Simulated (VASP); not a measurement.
Input of a VASP 6.6.1 run:

The input INCAR:

```
SYSTEM = Li5Cl3
  ALGO = Normal
  EDIFF = 1E-6
  ENCUT = 520
  GGA = PE
  ISIF = 2
  ISMEAR = 0
  LASPH = .TRUE.
  LCHARG = .FALSE.
  LREAL = .FALSE.
  LWAVE = .FALSE.
  NBANDS = 28
  NELM = 60
  PREC = Accurate
  SIGMA = 0.01
```

Contents of KPOINTS:

```
k-points
0
G
  6 6 8
  0 0 0
```

File POSCAR:

```
Li5Cl3
1.0
    8.0899228350      0.0000000000      0.0000000000
   -4.0449614175      7.0060786898      0.0000000000
    0.0000000000      0.0000000000      4.5359776459
Li Cl
5 3
Direct
    0.5000000000      0.0000000000      0.0000000000
    0.0000000000      0.5000000000      0.0000000000
    0.5000000000      0.5000000000      0.0000000000
    0.0000000000      0.0000000000      0.2512103706
    0.0000000000      0.0000000000      0.7487896294
    0.5000000000      0.0000000000      0.5000000000
    0.0000000000      0.5000000000      0.5000000000
    0.5000000000      0.5000000000      0.5000000000
```

Potentials or basis: VASP PAW PBE potentials, release 64 (Li_sv, Cl).

Run with:

```console
$ cat potpaw_PBE.64/Li_sv/POTCAR potpaw_PBE.64/Cl/POTCAR > POTCAR
$ mpirun -np 1 vasp_std > vasp.out
```

Problem. Estimate the largest force.

Solution. 0.009 eV/Å.

Problem. Estimate the band gap on the k mesh.

Solution. 0.15 eV.

Forces on the atoms (eV/Å):
```
Li   0.000  0.000  0.000
Li   0.000  0.000  0.000
Li   0.000  0.000  0.000
Li   0.000  0.000  0.009
Li   0.000  0.000 -0.009
Cl   0.000  0.000  0.000
Cl   0.000  0.000  0.000
Cl   0.000  0.000  0.000
```

 A k mesh can miss the band edges.
